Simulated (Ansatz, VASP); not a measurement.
This is a calculation of GaN for VASP 6.6.1.

The input INCAR:

```
  PREC = Accurate
  ENCUT = 520
  EDIFF = 1E-6
  ISMEAR = -1
  SIGMA = 0.05
  LREAL = F
  LASPH = T
  NELM = 80
  ALGO = Normal
  ISIF = 2
  LWAVE = F
  LCHARG = F
  GGA = B5
  ALDAX = 1.0
  AGGAX = 1.0
  AGGAC = 1.0
  ALDAC = 0.0
  IVDW = 13
  VDW_S6 = 1.0
  VDW_S8 = 2.34076671
  VDW_A1 = 0.44488865
  VDW_A2 = 4.0933009
  NBANDS = 16
```

Contents of KPOINTS:

```
regular mesh
0
Gamma
  10 10 10
```

Contents of POSCAR:

```
GaN
1.0
    0.0000000000      2.2383759866      2.2383759866
    2.2383759866      0.0000000000      2.2383759866
    2.2383759866      2.2383759866      0.0000000000
Ga N
1 1
Direct
    0.0000000000      0.0000000000      0.0000000000
    0.2500000000      0.2500000000      0.2500000000
```

Potentials or basis: VASP PAW PBE potentials, release 64 (Ga_d, N).

Launch:

```sh
$ cat potpaw_PBE.64/Ga_d/POTCAR potpaw_PBE.64/N/POTCAR > POTCAR
$ mpirun -np 1 vasp_std > vasp.out
```

Question: Translate it to Ansatz 0.2.0. Potentials there: Ansatz PAW.

Answer: As run (the cutoff follows the program's own potentials):

The input input.yaml:

```yaml
crystal:
  lattice:
    - [0.0, 2.2383759866, 2.2383759866]
    - [2.2383759866, 0.0, 2.2383759866]
    - [2.2383759866, 2.2383759866, 0.0]
  atoms:
    - { symbol: Ga, position: [0.0, 0.0, 0.0] }
    - { symbol: "N", position: [0.25, 0.25, 0.25] }
hamiltonian:
  xc: blyp
  pseudopotentials: { kind: paw }
  dispersion: d4
kpoints:
  mp_grid: { grid: [10, 10, 10] }
scf:
  occupations: { method: fermi_dirac, width: 0.05 }
output:
  forces: true
  stress: true
  eigenvalues: true
```

Potentials or basis: Ansatz PAW.

Launch:

```bash
$ ansatz run input.yaml --threads 2 --pin off --max-ram 5120MiB --backend cpu --events-out ev --progress --plain --runs-dir out
```

Both were run:

|  | VASP | Ansatz | Ansatz less VASP |
| --- | --- | --- | --- |
| gap on the k mesh at the Fermi level (eV) | 1.95 | 1.96 | +0.010 |
| least direct gap on the mesh (eV) | 1.95 | 1.96 | +0.010 |
| pressure (GPa) | 4.4 | 2.8 | -1.58 |

VASP's potentials were made for PBE, not for BLYP.
